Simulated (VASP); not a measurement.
# Nd2Y2Cl (P-6m2) in VASP: relaxation of cell and atoms with PBE

Aim: the relaxation of cell and atoms of Nd2Y2Cl with PBE.

Everything below comes from runs of VASP 6.6.1. Logs are shortened: lines on timing, memory, paths and dates and some standing lists are left out, and cuts for length are marked.

### 1 The cell of the first run

Symmetry: P-6m2, No. 187, hexagonal system. The conventional cell has a = 4.903 Å, b = 4.903 Å, c = 7.011 Å, α = 90.00°, β = 90.00°, γ = 120.00°. Nd (site symmetry -6m2) has 5 Y at 2.83 to 3.51 Å and 3 Cl at 2.83 Å within 3.7 Å. Nd (site symmetry -6m2) has 5 Y at 2.83 to 3.51 Å within 3.7 Å. Within 3.7 Å of Y (site symmetry -6m2) lie 3 Cl at 2.83 Å and 5 Nd at 2.83 to 3.51 Å. Y (site symmetry -6m2) has 5 Nd at 2.83 to 3.51 Å within 3.7 Å. Cl (site symmetry -6m2) has 3 Y at 2.83 Å and 3 Nd at 2.83 Å within 3.7 Å.

The cell was generated, and may not be a known phase.

### 2 Relaxation of cell and atoms, PBE

INCAR reads:

```
ALGO = Normal ; EDIFF = 1E-7
EDIFFG = -0.08 ; ENCUT = 500
GGA = PE ; GGA_COMPAT = F
IBRION = 2 ; ISIF = 3
ISMEAR = 0 ; LASPH = T
LCHARG = F ; LMAXMIX = 6
LREAL = F ; LWAVE = F
NELM = 200 ; NELMIN = 4
NSW = 36 ; PREC = Accurate
SIGMA = 0.2
```

KPOINTS reads:

```
k-points
0
Gamma
  4 4 3
```

POSCAR reads:

```
Nd2Y2Cl
1.0
    4.9033084500      0.0000000000      0.0000000000
   -2.4516542200      4.2463896800      0.0000000000
    0.0000000000      0.0000000000      7.0111288800
Nd Y Cl
2 2 1
Direct
    0.3333333300      0.6666666700      0.5000000000
    0.0000000000      0.0000000000      0.0000000000
    0.0000000000      0.0000000000      0.5000000000
    0.3333333300      0.6666666700      0.0000000000
    0.6666666700      0.3333333300      0.5000000000
```

Potentials or basis: VASP PAW PBE potentials, release 64 (Nd_3, Y_sv, Cl), 4f in core.

Run with:

```console
$ cat potpaw_PBE.64/Nd_3/POTCAR potpaw_PBE.64/Y_sv/POTCAR potpaw_PBE.64/Cl/POTCAR > POTCAR
$ mpirun -np 1 vasp_std > vasp.out
```

OUTCAR:

```text
EDIFF = 1E-7
   EDIFFG = -0.08
   ENCUT = 500
   GGA = PE
   IBRION = 2
   ISIF = 3
   ISMEAR = 0
   LASPH = T
   LREAL = F
   NELM = 200
   NELMIN = 4
   NSW = 36
   PREC = Accurate

 ion  position               nearest neighbor table
   1  0.333  0.667  0.500-   3 2.83   5 2.83   5 2.83   3 2.83   3 2.83   5 2.83   4 3.51   4 3.51

   2  0.000  0.000  0.000-   4 2.83   4 2.83   4 2.83   3 3.51   3 3.51
   3  0.000  0.000  0.500-   1 2.83   5 2.83   1 2.83   5 2.83   5 2.83   1 2.83   2 3.51   2 3.51

   4  0.333  0.667  0.000-   2 2.83   2 2.83   2 2.83   1 3.51   1 3.51
   5  0.667  0.333  0.500-   3 2.83   1 2.83   1 2.83   3 2.83   3 2.83   1 2.83

  LATTYP: Found a hexagonal cell.
 ALAT       =     4.9033084500
 C/A-ratio  =     1.4298771843

  Lattice vectors:

 A1 = (   4.9033084500,   0.0000000000,   0.0000000000)
 A2 = (  -2.4516542200,   4.2463896800,   0.0000000000)
 A3 = (   0.0000000000,   0.0000000000,   7.0111288800)

Analysis of symmetry for initial positions (statically):
=====================================================================
 Subroutine PRICEL returns:
 Original cell was already a primitive cell.

 Routine SETGRP: Setting up the symmetry group for a
 hexagonal supercell.

 Subroutine GETGRP returns: Found 12 space group operations
 (whereof 12 operations were pure point group operations)
 out of a pool of 24 trial point group operations.

The static configuration has the point symmetry D_3h.

Analysis of symmetry for dynamics (positions and initial velocities):
=====================================================================
 Subroutine PRICEL returns:
 Original cell was already a primitive cell.

 Routine SETGRP: Setting up the symmetry group for a
 hexagonal supercell.

 Subroutine GETGRP returns: Found 12 space group operations
 (whereof 12 operations were pure point group operations)
 out of a pool of 24 trial point group operations.

The dynamic configuration has the point symmetry D_3h.

 Subroutine INISYM returns: Found 12 space group operations
 (whereof 12 operations are pure point group operations),
 and found     1 'primitive' translations

----------------------------------------------------------------------------------------

                                     Primitive cell

  volume of cell :     145.9812

  direct lattice vectors                    reciprocal lattice vectors
     4.903308450  0.000000000  0.000000000     0.203943931  0.117747083  0.000000000
    -2.451654220  4.246389680  0.000000000     0.000000000  0.235494167  0.000000000
     0.000000000  0.000000000  7.011128880     0.000000000  0.000000000  0.142630383

  length of vectors
     4.903308450  4.903308447  7.011128880     0.235494167  0.235494167  0.142630383

  position of ions in fractional coordinates (direct lattice)
     0.333333330  0.666666670  0.500000000
     0.000000000  0.000000000  0.000000000
     0.000000000  0.000000000  0.500000000
     0.333333330  0.666666670  0.000000000
     0.666666670  0.333333330  0.500000000

  ion indices of the primitive-cell ions
   primitive index   ion index
                 1           1
                 2           2
                 3           3
                 4           4
                 5           5

----------------------------------------------------------------------------------------

 KPOINTS: k-points

Automatic generation of k-mesh.
 Grid dimensions read from file:
 generate k-points for:    4    4    3

 Generating k-lattice:

  Cartesian coordinates                     Fractional coordinates (reciprocal lattice)
     0.050985983  0.029436771  0.000000000     0.250000000  0.000000000  0.000000000
     0.000000000  0.058873542  0.000000000     0.000000000  0.250000000  0.000000000
     0.000000000  0.000000000  0.047543461     0.000000000  0.000000000  0.333333333

  Length of vectors
     0.058873542  0.058873542  0.047543461

  Shift w.r.t. Gamma in fractional coordinates (k-lattice)
     0.000000000  0.000000000  0.000000000

 Subroutine IBZKPT returns following result:
 ===========================================

 Found      8 irreducible k-points:

 Following reciprocal coordinates:
            Coordinates               Weight
  0.000000  0.000000  0.000000      1.000000
  0.250000  0.000000  0.000000      6.000000
  0.500000  0.000000  0.000000      3.000000
  0.250000  0.250000  0.000000      6.000000
  0.000000  0.000000  0.333333      2.000000
  0.250000  0.000000  0.333333     12.000000
  0.500000  0.000000  0.333333      6.000000
  0.250000  0.250000  0.333333     12.000000
   k-points           NKPTS =      8   k-points in BZ     NKDIM =      8   number of bands    NBANDS=     30
   number of dos      NEDOS =    301   number of ions     NIONS =      5
   total plane-waves  NPLWV =  69984
   dimension x,y,z NGX =    36 NGY =   36 NGZ =   54
   dimension x,y,z NGXF=    72 NGYF=   72 NGZF=  108
   ions per type =               2   2   1
   NGX,Y,Z   is equivalent  to a cutoff of  12.21, 12.21, 12.80 a.u.
   NGXF,Y,Z  is equivalent  to a cutoff of  24.41, 24.41, 25.61 a.u.
 SYSTEM =  unknown system
   PREC   = accura    normal or accurate (medium, high low for compatibility)
   ISTART =      0    job   : 0-new  1-cont  2-samecut
   ICHARG =      2    charge: 1-file 2-atom 10-const
   ISPIN  =      1    spin polarized calculation?
   LNONCOLLINEAR =      F non collinear calculations
   LSORBIT =      F    spin-orbit coupling
   LASPH  =      T    aspherical Exc in radial PAW
   ENCUT  =  500.0 eV  36.75 Ry    6.06 a.u.   8.94  8.94 12.78*2*pi/ulx,y,z
   NELM   =    200;   NELMIN=  4; NELMDL= -5     # of ELM steps
   EDIFF  = 0.1E-06   stopping-criterion for ELM
   LREAL  =      F    real-space projection
   EDIFFG = -.8E-01   stopping-criterion for IOM
   NSW    =     36    number of steps for IOM
   IBRION =      2    ionic relax: 0-MD 1-quasi-New 2-CG
   NFREE  =      1    steps in history (QN), initial steepest desc. (CG)
   ISIF   =      3    stress and relaxation
   ISYM   =      2    0-nonsym 1-usesym 2-fastsym
   POTIM  = 0.5000    time-step for ionic-motion
   TEBEG  =    0.0;   TEEND  =   0.0 temperature during run
   PSTRESS=    0.0 pullay stress
   NELECT =      51.0000    total number of electrons
   NUPDOWN=      -1.0000    fix difference up-down
   EMIN   =  10.00;   EMAX   =-10.00  energy-range for DOS
   EFERMI =   0.00;   METHOD = LEGACY
   ISMEAR =     0;   SIGMA  =   0.20  broadening in eV -4-tet -1-fermi 0-gaus
   EFERMI_NEDOS =   21; number of points for ismear=-14 and -15
   IALGO  =     38    algorithm
   IMIX   =      4    mixing-type and parameters
     AMIX     =   0.40;   BMIX     =  1.00
     AMIX_MAG =   1.60;   BMIX_MAG =  1.00
  volume/ion in A,a.u.               =      29.20       197.03
  Fermi-wavevector in a.u.,A,eV,Ry     =   1.153009  2.178870 18.087978  1.329429
  Thomas-Fermi vector in A             =   2.289656
   LORBIT       =      0    0 simple, 1 ext, 2 COOP (PROOUT), +10 PAW based schemes
   GGA     = PE    functional components
   LHFCALC =     F    Hartree Fock is set to
   AEXX    =    0.0000 exact exchange contribution
   IVDW    =     0    specifies the selected vdW correction
   LEPSILON=     F    determine dielectric tensor
   LRPA    =     F    only Hartree local field effects (RPA)
 conjugate gradient relaxation of ions
 non-spin polarized calculation
 Gauss-broadening in eV      SIGMA  =   0.20
  energy-cutoff  :      500.00
  volume of cell :      145.98
 maximum number of plane-waves:      3725
 NGX is ok and might be reduce to    36
   NGX = 17   NGY = 17   NGZ = 25

--------------------------------------- Ionic step        1  -------------------------------------------

 number of electron      51.0000000 magnetization

 Free energy of the ion-electron system (eV)
  ---------------------------------------------------
  ext. energy  EPLUGINS =         0.00000000
  ---------------------------------------------------
  free energy    TOTEN  =       -19.91651364 eV

  energy without entropy =      -19.80279269  energy(sigma->0) =      -19.85965316

 E-fermi :   3.7549     XC(G=0):  -9.6571

 val. band max:        3.6684505979   @ k =   0.2500   0.2500   0.0000
 cond. band min:       3.8497372194   @ k =   0.5000   0.0000   0.3333
 fundamental gap:      0.1812866215
 Fermi energy:         3.7548750361

 k-point     1 :       0.0000    0.0000    0.0000
  band No.  band energies     occupation
      1     -39.1590      2.00000
      2     -39.0208      2.00000
      3     -34.1699      2.00000
      4     -34.0859      2.00000
      5     -19.6381      2.00000
      6     -19.6381      2.00000
[... 22 lines left out ...]
     29       5.4889      0.00000
     30       5.7187      0.00000
[... 446 lines left out ...]
 POSITION                                       TOTAL-FORCE (eV/Angst)
 -----------------------------------------------------------------------------------
     -0.00000      3.35378      3.27148         0.000000      0.000000      0.000000
      5.80891      0.00000     -0.00000        -0.000000      0.000000      0.000000
     -0.00000      0.00000      3.27148        -0.000000      0.000000     -0.000000
     -0.00000      3.35378     -0.00000        -0.000000     -0.000000      0.000000
      2.90446      1.67689      3.27148         0.000000      0.000000     -0.000000
 -----------------------------------------------------------------------------------
    total drift:                                0.000017     -0.000010     -0.000000

  FREE ENERGIE OF THE ION-ELECTRON SYSTEM (eV)
  ---------------------------------------------------
  free  energy   TOTEN  =       -21.7917770624 eV

  energy  without entropy=      -21.6429512539  energy(sigma->0) =      -21.71736416

--------------------------------------- Ionic step        7  -------------------------------------------

 number of electron      51.0000005 magnetization

 Free energy of the ion-electron system (eV)
  ---------------------------------------------------
  ext. energy  EPLUGINS =         0.00000000
  ---------------------------------------------------
  free energy    TOTEN  =       -21.79985694 eV

  energy without entropy =      -21.64960518  energy(sigma->0) =      -21.72473106

 E-fermi :   2.3577     XC(G=0):  -8.6144

 val. band max:        2.1851776908   @ k =   0.2500   0.0000   0.3333
 cond. band min:       2.3608799606   @ k =   0.5000   0.0000   0.3333
 fundamental gap:      0.1757022697
 Fermi energy:         2.3577424114

 k-point     1 :       0.0000    0.0000    0.0000
  band No.  band energies     occupation
      1     -40.9992      2.00000
      2     -40.7502      2.00000
      3     -35.9300      2.00000
      4     -35.7655      2.00000
      5     -21.0532      2.00000
      6     -21.0532      2.00000
[... 22 lines left out ...]
     29       3.4477      0.00000
     30       3.4477      0.00000
[... 242 lines left out ...]
 VOLUME and BASIS-vectors are now :
 -----------------------------------------------------------------------------
  energy-cutoff  :      500.00
  volume of cell :      188.19
      direct lattice vectors                 reciprocal lattice vectors
     5.799357204  0.000000001 -0.000000000     0.172432903  0.099554183 -0.000000000
    -2.899678595  5.022390663  0.000000000    -0.000000000  0.199108366 -0.000000000
     0.000000000  0.000000000  6.461191083     0.000000000 -0.000000000  0.154770225

 POSITION                                       TOTAL-FORCE (eV/Angst)
 -----------------------------------------------------------------------------------
     -0.00000      3.34826      3.23060         0.000000     -0.000000      0.000000
     -0.00000      0.00000      0.00000         0.000000      0.000000      0.000000
      5.79936      0.00000      3.23060        -0.000000      0.000000      0.000000
     -0.00000      3.34826      0.00000        -0.000000     -0.000000      0.000000
      2.89968      1.67413      3.23060         0.000000      0.000000     -0.000000
 -----------------------------------------------------------------------------------
    total drift:                                0.000017     -0.000010      0.000000

  FREE ENERGIE OF THE ION-ELECTRON SYSTEM (eV)
  ---------------------------------------------------
  free  energy   TOTEN  =       -21.7998569406 eV

  energy  without entropy=      -21.6496051750  energy(sigma->0) =      -21.72473106

 reached required accuracy - stopping structural energy minimisation
```

Run time: 6.1 min. Hardware: 1 thread of Intel Xeon 6975P-C (Granite Rapids), shared host; peak memory 0.29 GiB.

What came out:

```
Free energy                           : -21.7999 eV
Relaxed volume                        : 37.64 Å³/atom
Relaxed cell                          : a = 5.799 Å, b = 5.799 Å, c = 6.461 Å, α = 90.00°, β = 90.00°, γ = 120.00°
Space group after relaxing (to 0.1 Å) : P-6m2 (No. 187)
Energy gained by relaxing             : 376.7 meV/atom
Ionic steps                           : 7
Pressure after relaxing               : -0.1 GPa
Band gap on the k mesh                : zero (an odd number of electrons rules out a gap without spin polarisation)
```

Stress tensor (GPa, compression positive):
```
-0.16  0.00  0.00
 0.00 -0.16  0.00
 0.00  0.00 -0.03
```

Step by step:
```
step  energy change (eV)  largest force (eV/Å)  pressure (GPa)  volume (Å³)
   1              0.0000                0.0000            7.70       145.98
   2             -1.7245                0.0000            0.90       176.13
   3             -1.8478                0.0000            0.08       184.36
   4             -1.8023                0.0000           -1.19       200.91
   5             -1.8754                0.0000           -0.44       190.30
   6             -1.8753                0.0000           -0.52       191.20
   7             -1.8833                0.0000           -0.12       188.19
```

Final structure:
```yaml
crystal:
  lattice:
    - [5.79936, 0.00000, 0.00000]
    - [-2.89968, 5.02239, 0.00000]
    - [0.00000, 0.00000, 6.46119]
  atoms:
    - { symbol: Nd, position: [0.33333, 0.66667, 0.50000] }
    - { symbol: Nd, position: [0.00000, 0.00000, 0.00000] }
    - { symbol: Y, position: [0.00000, 0.00000, 0.50000] }
    - { symbol: Y, position: [0.33333, 0.66667, 0.00000] }
    - { symbol: Cl, position: [0.66667, 0.33333, 0.50000] }
```

Caveat: the k points lie up to 0.32 Å⁻¹ apart in the final cell, too coarse for converged energies and pressures of a metal; the volume moved by over 15 % at a fixed basis, so the end points are rough; spin-orbit coupling is left out, which moves the levels of the heavy elements; the 4f electrons are frozen in the core, so they carry no moment and show no levels; the run has no spin polarisation, though such a crystal can be magnetic.

The gap in the log of VASP goes by the Fermi energy; the results here count the filled bands.